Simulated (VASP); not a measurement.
## Nb: single point with PBEsol

Nb:

```xyz
1
Lattice="0.0000 2.1150 2.1150 1.9035 0.0000 2.1150 1.9035 2.1150 0.0000" Properties=species:S:1:pos:R:3 pbc="T T T"
Nb    0.0000    0.0000    0.0000
```

This cell differs from its parent crystal: strain -0.1000 x Voigt [1, 0, 0, 0, 0, 0].

| Quantity | Value |
| --- | --- |
| Program | VASP 6.6.1 |
| Task | single point |
| Functional | PBEsol |
| Potentials or basis | VASP PAW PBE potentials, release 64 (Nb_sv) |
| Cutoff | 500 eV |
| k mesh | 20 × 20 × 20 |
| Occupations | gaussian, width 0.15 eV |
| Spin | no spin polarisation |
| Dipole correction | no |
| Further INCAR settings | ALGO = Normal; EDIFF = 1e-06; NBANDS = 12 |

```
Pressure               : 9.8 GPa
Band gap on the k mesh : zero (an odd number of electrons rules out a gap without spin polarisation)
```

Stress tensor (GPa, compression positive):
```
-6.13  0.00  0.00
 0.00 17.79  0.00
 0.00  0.00 17.79
```

Levels at points of the mesh, in eV from the Fermi level:
```csv
k point,band 3,band 4,band 5,band 6,band 7,band 8,band 9,band 10
"(0.00, 0.00, 0.00)",-29.68,-29.68,-6.35,-0.19,-0.19,1.06,2.16,3.80
"(0.50, 0.00, 0.00)",-30.00,-29.78,-4.14,-0.81,0.77,1.91,4.91,5.84
"(0.50, 0.50, 0.00)",-30.29,-30.03,-4.47,-3.52,3.67,5.17,5.36,6.57
"(0.00, 0.50, 0.50)",-30.43,-30.43,-4.57,-3.92,5.35,5.71,6.04,6.04
```

Run time: 2.2 min on 1 thread of Intel Xeon 8259CL, with other jobs on the host, peak memory 0.24 GiB.

Caveat: the cell differs from its parent crystal (strain -0.1000 x Voigt [1, 0, 0, 0, 0, 0]); the cell stands under pressure; the PAW data sets were made with another functional, which shifts forces and pressure a little.
